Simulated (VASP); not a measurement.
# Ni (P6_3/mmc) in VASP: single point with PBE

Aim: the single point of Ni with PBE.

All numbers are computed with VASP 6.6.1; they aren't measurements. Logs are shortened: lines on timing, memory, paths and dates and some standing lists are left out, and cuts for length are marked.

## Step 1: The cell of the first run

Symmetry: P6_3/mmc, No. 194, hexagonal system. The conventional cell has a = 2.188 Å, b = 2.188 Å, c = 3.592 Å, α = 90.00°, β = 90.00°, γ = 120.00°. Ni (site symmetry -6m2) has 12 Ni at 2.19 to 2.20 Å within 2.9 Å.

This isn't the form of Ni at room conditions, which is fcc.

## Step 2: Single point, PBE, collinear spin, ferromagnetic start

INCAR reads:

```
PREC = Accurate
ENCUT = 520
EDIFF = 1E-6
ISMEAR = -1
SIGMA = 0.08
LREAL = F
LASPH = T
NELM = 150
ALGO = Normal
ISIF = 2
LWAVE = F
LCHARG = T
ISPIN = 2
MAGMOM = 1 1
LORBIT = 11
LMAXMIX = 4
GGA = PE
LELF = T
LVHAR = T
NBANDS = 21
```

KPOINTS reads:

```
regular mesh
0
Gamma
  20 20 11
```

POSCAR reads:

```
Ni
1.0
    2.1880497785      0.0000000000      0.0000000000
   -1.0940248892      1.8949066929      0.0000000000
    0.0000000000      0.0000000000      3.5916387312
Ni
2
Direct
    0.3333333333      0.6666666667      0.2500000000
    0.6666666667      0.3333333333      0.7500000000
```

Potentials or basis: VASP PAW PBE potentials, release 64 (Ni).

The run is started by

```
cat potpaw_PBE.64/Ni/POTCAR > POTCAR
mpirun -np 1 vasp_std > vasp.out
```

OUTCAR:

```text
PREC = Accurate
   ENCUT = 520
   EDIFF = 1E-6
   ISMEAR = -1
   LREAL = F
   LASPH = T
   NELM = 150
   ISIF = 2
   ISPIN = 2
   LORBIT = 11
   GGA = PE

 ion  position               nearest neighbor table
   1  0.333  0.667  0.250-   2 2.20   2 2.20   2 2.20   2 2.20   2 2.20   2 2.20
   2  0.667  0.333  0.750-   1 2.20   1 2.20   1 2.20   1 2.20   1 2.20   1 2.20

  LATTYP: Found a hexagonal cell.
 ALAT       =     2.1880497785
 C/A-ratio  =     1.6414794428

  Lattice vectors:

 A1 = (   2.1880497785,   0.0000000000,   0.0000000000)
 A2 = (  -1.0940248892,   1.8949066929,   0.0000000000)
 A3 = (   0.0000000000,   0.0000000000,   3.5916387312)

Analysis of symmetry for initial positions (statically):
=====================================================================
 Subroutine PRICEL returns:
 Original cell was already a primitive cell.

 Routine SETGRP: Setting up the symmetry group for a
 hexagonal supercell.

 Subroutine GETGRP returns: Found 24 space group operations
 (whereof 12 operations were pure point group operations)
 out of a pool of 24 trial point group operations.

The static configuration has the point symmetry D_3d.
 The point group associated with its full space group is D_6h.

Analysis of symmetry for dynamics (positions and initial velocities):
=====================================================================
 Subroutine PRICEL returns:
 Original cell was already a primitive cell.

 Routine SETGRP: Setting up the symmetry group for a
 hexagonal supercell.

 Subroutine GETGRP returns: Found 24 space group operations
 (whereof 12 operations were pure point group operations)
 out of a pool of 24 trial point group operations.

The dynamic configuration has the point symmetry D_3d.
 The point group associated with its full space group is D_6h.

Analysis of structural, dynamic, and magnetic symmetry:
=====================================================================
 Subroutine PRICEL returns:
 Original cell was already a primitive cell.

 Routine SETGRP: Setting up the symmetry group for a
 hexagonal supercell.

 Subroutine GETGRP returns: Found 24 space group operations
 (whereof 12 operations were pure point group operations)
 out of a pool of 24 trial point group operations.

The overall configuration has the point symmetry D_3d.
 The point group associated with its full space group is D_6h.

 Subroutine INISYM returns: Found 24 space group operations
 (whereof 12 operations are pure point group operations),
 and found     1 'primitive' translations

----------------------------------------------------------------------------------------

                                     Primitive cell

  volume of cell :      14.8915

  direct lattice vectors                    reciprocal lattice vectors
     2.188049778  0.000000000  0.000000000     0.457027994  0.263865235  0.000000000
    -1.094024889  1.894906693  0.000000000     0.000000000  0.527730470  0.000000000
     0.000000000  0.000000000  3.591638731     0.000000000  0.000000000  0.278424439

  length of vectors
     2.188049778  2.188049778  3.591638731     0.527730470  0.527730470  0.278424439

  position of ions in fractional coordinates (direct lattice)
     0.333333333  0.666666667  0.250000000
     0.666666667  0.333333333  0.750000000

  ion indices of the primitive-cell ions
   primitive index   ion index
                 1           1
                 2           2

----------------------------------------------------------------------------------------

 KPOINTS: regular mesh

Automatic generation of k-mesh.
 Grid dimensions read from file:
 generate k-points for:   20   20   11

 Generating k-lattice:

  Cartesian coordinates                     Fractional coordinates (reciprocal lattice)
     0.022851400  0.013193262  0.000000000     0.050000000  0.000000000  0.000000000
     0.000000000  0.026386524  0.000000000     0.000000000  0.050000000  0.000000000
     0.000000000  0.000000000  0.025311313     0.000000000  0.000000000  0.090909091

  Length of vectors
     0.026386524  0.026386524  0.025311313

  Shift w.r.t. Gamma in fractional coordinates (k-lattice)
     0.000000000  0.000000000  0.000000000

 Subroutine IBZKPT returns following result:
 ===========================================

 Found    264 irreducible k-points:

 Following reciprocal coordinates:
            Coordinates               Weight
  0.000000  0.000000  0.000000      1.000000
  0.050000  0.000000  0.000000      6.000000
  0.100000  0.000000  0.000000      6.000000
  0.150000  0.000000  0.000000      6.000000
  0.200000  0.000000  0.000000      6.000000
  0.250000  0.000000  0.000000      6.000000
[... 16 lines left out ...]
  0.200000  0.100000  0.000000     12.000000
  0.250000  0.100000  0.000000     12.000000
 [... further k-points ...]
   k-points           NKPTS =    264   k-points in BZ     NKDIM =    264   number of bands    NBANDS=     21
   number of dos      NEDOS =    301   number of ions     NIONS =      2
   total plane-waves  NPLWV =   7168
   dimension x,y,z NGX =    16 NGY =   16 NGZ =   28
   dimension x,y,z NGXF=    32 NGYF=   32 NGZF=   56
   ions per type =               2
   NGX,Y,Z   is equivalent  to a cutoff of  12.16, 12.16, 12.96 a.u.
   NGXF,Y,Z  is equivalent  to a cutoff of  24.31, 24.31, 25.92 a.u.
 SYSTEM =  unknown system
   PREC   = accura    normal or accurate (medium, high low for compatibility)
   ISTART =      0    job   : 0-new  1-cont  2-samecut
   ICHARG =      2    charge: 1-file 2-atom 10-const
   ISPIN  =      2    spin polarized calculation?
   LNONCOLLINEAR =      F non collinear calculations
   LSORBIT =      F    spin-orbit coupling
   LASPH  =      T    aspherical Exc in radial PAW
   ENCUT  =  520.0 eV  38.22 Ry    6.18 a.u.   4.07  4.07  6.68*2*pi/ulx,y,z
   NELM   =    150;   NELMIN=  2; NELMDL= -5     # of ELM steps
   EDIFF  = 0.1E-05   stopping-criterion for ELM
   LREAL  =      F    real-space projection
   EDIFFG = 0.1E-04   stopping-criterion for IOM
   NSW    =      0    number of steps for IOM
   IBRION =     -1    ionic relax: 0-MD 1-quasi-New 2-CG
   NFREE  =      0    steps in history (QN), initial steepest desc. (CG)
   ISIF   =      2    stress and relaxation
   ISYM   =      2    0-nonsym 1-usesym 2-fastsym
   POTIM  = 0.5000    time-step for ionic-motion
   TEBEG  =    0.0;   TEEND  =   0.0 temperature during run
   PSTRESS=    0.0 pullay stress
   NELECT =      20.0000    total number of electrons
   NUPDOWN=      -1.0000    fix difference up-down
   EMIN   =  10.00;   EMAX   =-10.00  energy-range for DOS
   EFERMI =   0.00;   METHOD = LEGACY
   ISMEAR =    -1;   SIGMA  =   0.08  broadening in eV -4-tet -1-fermi 0-gaus
   EFERMI_NEDOS =   21; number of points for ismear=-14 and -15
   IALGO  =     38    algorithm
   IMIX   =      4    mixing-type and parameters
     AMIX     =   0.40;   BMIX     =  1.00
     AMIX_MAG =   1.60;   BMIX_MAG =  1.00
  volume/ion in A,a.u.               =       7.45        50.25
  Fermi-wavevector in a.u.,A,eV,Ry     =   1.806227  3.413274 44.388396  3.262455
  Thomas-Fermi vector in A             =   2.865761
   LORBIT       =     11    0 simple, 1 ext, 2 COOP (PROOUT), +10 PAW based schemes
   GGA     = PE    functional components
   LHFCALC =     F    Hartree Fock is set to
   AEXX    =    0.0000 exact exchange contribution
   IVDW    =     0    specifies the selected vdW correction
   LEPSILON=     F    determine dielectric tensor
   LRPA    =     F    only Hartree local field effects (RPA)
 spin polarized calculation
  energy-cutoff  :      520.00
  volume of cell :       14.89
 maximum number of plane-waves:       416
   NGX =  9   NGY =  9   NGZ = 13

 number of electron      20.0000014 magnetization       1.0172058

 Free energy of the ion-electron system (eV)
  ---------------------------------------------------
  ext. energy  EPLUGINS =         0.00000000
  ---------------------------------------------------
  free energy    TOTEN  =        -8.09871274 eV

  energy without entropy =       -8.03910964  energy(sigma->0) =       -8.06891119

 E-fermi :  16.0148     XC(G=0): -15.6526

 val. band max:       16.0145563799   @ k =   0.1500   0.1500   0.2727
 cond. band min:      16.0152895481   @ k =   0.3000   0.1000   0.0909
 fundamental gap:      0.0007331683
 Fermi energy:        16.0148214282

 spin component 1

 k-point     1 :       0.0000    0.0000    0.0000
  band No.  band energies     occupation
      1       4.0387      1.00000
      2       8.5688      1.00000
      3      12.3194      1.00000
      4      12.4630      1.00000
      5      12.4630      1.00000
      6      12.9603      1.00000
[... 13 lines left out ...]
     20      49.1319      0.00000
     21      52.9463      0.00000

 k-point     2 :       0.0500    0.0000    0.0000
  band No.  band energies     occupation
      1       4.1563      1.00000
      2       8.6482      1.00000
      3      12.1899      1.00000
      4      12.5292      1.00000
      5      12.5702      1.00000
      6      12.9231      1.00000
[... 13 lines left out ...]
     20      50.8308      0.00000
     21      51.1914      0.00000

 k-point     3 :       0.1000    0.0000    0.0000
  band No.  band energies     occupation
      1       4.5034      1.00000
      2       8.8725      1.00000
      3      11.9621      1.00000
      4      12.7057      1.00000
      5      12.7238      1.00000
      6      12.8616      1.00000
[... 13 lines left out ...]
     20      52.5120      0.00000
     21      52.9674      0.00000
[... 457 lines left out ...]
 k-point    23 :       0.2000    0.1000    0.0000
  band No.  band energies     occupation
      1       6.9529      1.00000
      2       9.9049      1.00000
      3      10.7407      1.00000
      4      11.0587      1.00000
      5      12.4269      1.00000
      6      12.5738      1.00000
[... 13 lines left out ...]
     20      49.8780      0.00000
     21      51.1343      0.00000

 k-point    24 :       0.2500    0.1000    0.0000
  band No.  band energies     occupation
      1       7.8205      1.00000
      2       9.8612      1.00000
      3      10.2810      1.00000
      4      11.0797      1.00000
      5      12.4043      1.00000
      6      12.4976      1.00000
[... 13 lines left out ...]
     20      48.9603      0.00000
     21      51.8465      0.00000

 [... further k-points ...]

 spin component 2

 k-point     1 :       0.0000    0.0000    0.0000
  band No.  band energies     occupation
      1       4.0436      1.00000
      2       8.8921      1.00000
      3      12.8848      1.00000
      4      13.0026      1.00000
      5      13.0026      1.00000
      6      13.5199      1.00000
[... 13 lines left out ...]
     20      49.2358      0.00000
     21      52.9358      0.00000

 k-point     2 :       0.0500    0.0000    0.0000
  band No.  band energies     occupation
      1       4.1614      1.00000
      2       8.9740      1.00000
      3      12.7351      1.00000
      4      13.0703      1.00000
      5      13.1274      1.00000
      6      13.4802      1.00000
[... 13 lines left out ...]
     20      50.9311      0.00000
     21      51.2794      0.00000

 k-point     3 :       0.1000    0.0000    0.0000
  band No.  band energies     occupation
      1       4.5094      1.00000
      2       9.2060      1.00000
      3      12.4891      1.00000
      4      13.2663      1.00000
      5      13.2698      1.00000
      6      13.3402      1.00000
[... 13 lines left out ...]
     20      52.5232      0.00000
     21      53.0571      0.00000
[... 457 lines left out ...]
 k-point    23 :       0.2000    0.1000    0.0000
  band No.  band energies     occupation
      1       6.9827      1.00000
      2      10.2994      1.00000
      3      11.0774      1.00000
      4      11.5078      1.00000
      5      12.9407      1.00000
      6      13.0729      1.00000
[... 13 lines left out ...]
     20      50.0249      0.00000
     21      51.1473      0.00000

 k-point    24 :       0.2500    0.1000    0.0000
  band No.  band energies     occupation
      1       7.8816      1.00000
      2      10.2726      1.00000
      3      10.6256      1.00000
      4      11.4921      1.00000
      5      12.8947      1.00000
      6      13.0094      1.00000
[... 13 lines left out ...]
     20      49.1032      0.00000
     21      51.8575      0.00000

 [... further k-points ...]
[... 5 lines left out ...]
  --------------------------------------------------------------------------------------
  -------------------------------------------------------------------------------------
  Total       17.5617869     17.5617869     17.5619923      0.0000000      0.0000000      0.0000000
  in kB     1889.4770073   1889.4770073   1889.4991035      0.0000000      0.0000000      0.0000000
  external PRESSURE =    1889.4843727 kB  Pullay stress =       0.0000000 kB

 VOLUME and BASIS-vectors are now :
 -----------------------------------------------------------------------------
  energy-cutoff  :      520.00
  volume of cell :       14.89
      direct lattice vectors                 reciprocal lattice vectors
     2.188049778  0.000000000  0.000000000     0.457027994  0.263865235  0.000000000
    -1.094024889  1.894906693  0.000000000     0.000000000  0.527730470  0.000000000
     0.000000000  0.000000000  3.591638731     0.000000000  0.000000000  0.278424439

 POSITION                                       TOTAL-FORCE (eV/Angst)
 -----------------------------------------------------------------------------------
     -0.00000      1.26327      0.89791         0.000000      0.000000      0.000000
      1.09402      0.63164      2.69373        -0.000000     -0.000000      0.000000
 -----------------------------------------------------------------------------------
    total drift:                                0.000000     -0.000000     -0.000000

  FREE ENERGIE OF THE ION-ELECTRON SYSTEM (eV)
  ---------------------------------------------------
  free  energy   TOTEN  =        -8.0987127379 eV

  energy  without entropy=       -8.0391096366  energy(sigma->0) =       -8.06891119

 total charge

# of ion       s       p       d       tot
------------------------------------------
    1        0.706   0.952   8.652  10.310
    2        0.706   0.952   8.652  10.310
--------------------------------------------------
tot          1.412   1.903  17.304  20.620

 magnetization (x)

# of ion       s       p       d       tot
------------------------------------------
    1       -0.005  -0.024   0.519   0.490
    2       -0.005  -0.024   0.519   0.490
--------------------------------------------------
tot         -0.010  -0.049   1.039   0.979
```

It took 68 s on 1 thread of AMD EPYC 9R45 (Zen 5), shared host; peak memory 0.19 GiB.

What came out:

* Free energy: -8.0987 eV
* Pressure: 188.9 GPa
* Net moment: 1.02 μB per cell
* Site moments: Ni +0.49 μB

Caveat: the cell stands under pressure.
